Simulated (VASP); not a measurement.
Input of a VASP 6.6.1 run:

Contents of INCAR:

```
  PREC = Accurate
  ENCUT = 520
  EDIFF = 1E-7
  ISMEAR = -1
  SIGMA = 0.13605693000000002
  LREAL = F
  LASPH = T
  NELM = 60
  ALGO = Normal
  ISIF = 2
  LWAVE = F
  LCHARG = F
  GGA = CA
  NBANDS = 12
```

File KPOINTS:

```
Automatic mesh
0
Gamma
  9 9 9
```

The input POSCAR:

```
P
1.0
    0.0000000000      2.6746600436      2.6746600436
    2.6746600436      0.0000000000      2.6746600436
    2.6746600436      2.6746600436      0.0000000000
P
2
Direct
    0.0000000000      0.0000000000      0.0000000000
    0.2500000000      0.2500000000      0.2500000000
```

Potentials or basis: VASP PAW LDA potentials, release 64 (P).

Command:

```console
$ cat potpaw_LDA.64/P/POTCAR > POTCAR
$ mpirun -np 1 vasp_std > vasp.out
```

Problem. What does it give for the band gap on the k mesh?

Solution. Zero (band 5 reaches 7.94 eV, above the bottom of band 6 at 5.55 eV).

Problem. Estimate the pressure.

Solution. -0.2 GPa.
